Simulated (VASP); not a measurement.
A run of VASP 6.6.1 is set up as follows.

File INCAR:

```
ALGO = Normal
EDIFF = 1E-7
EDIFFG = -0.002
ENCUT = 600
GGA = PE
GGA_COMPAT = F
IBRION = 2
ISIF = 3
ISMEAR = 0
LASPH = T
LCHARG = F
LREAL = F
LWAVE = F
NELM = 120
NELMIN = 4
NSW = 100
PREC = Accurate
SIGMA = 0.02
```

Contents of KPOINTS:

```
k-points
0
Gamma
  9 9 6
```

File POSCAR:

```
MgO
1.0
    3.3077869900      0.0000000000      0.0000000000
   -1.6538934900      2.8646275600      0.0000000000
    0.0000000000      0.0000000000      4.9828816700
Mg O
2 2
Direct
    0.3333333300      0.6666666700      0.0021597400
    0.6666666700      0.3333333300      0.5021597400
    0.3333333300      0.6666666700      0.4024402600
    0.6666666700      0.3333333300      0.9024402600
```

Potentials or basis: VASP PAW PBE potentials, release 64 (Mg, O).

Run with:

```sh
$ cat potpaw_PBE.64/Mg/POTCAR potpaw_PBE.64/O/POTCAR > POTCAR
$ mpirun -np 1 vasp_std > vasp.out
```

(1) Estimate the band gap on the k mesh.

(2) What does it give for the relaxed cell?

Results:

(1) 3.42 eV.

(2) a = 3.310 Å, b = 3.310 Å, c = 5.110 Å, α = 90.00°, β = 90.00°, γ = 120.00°.
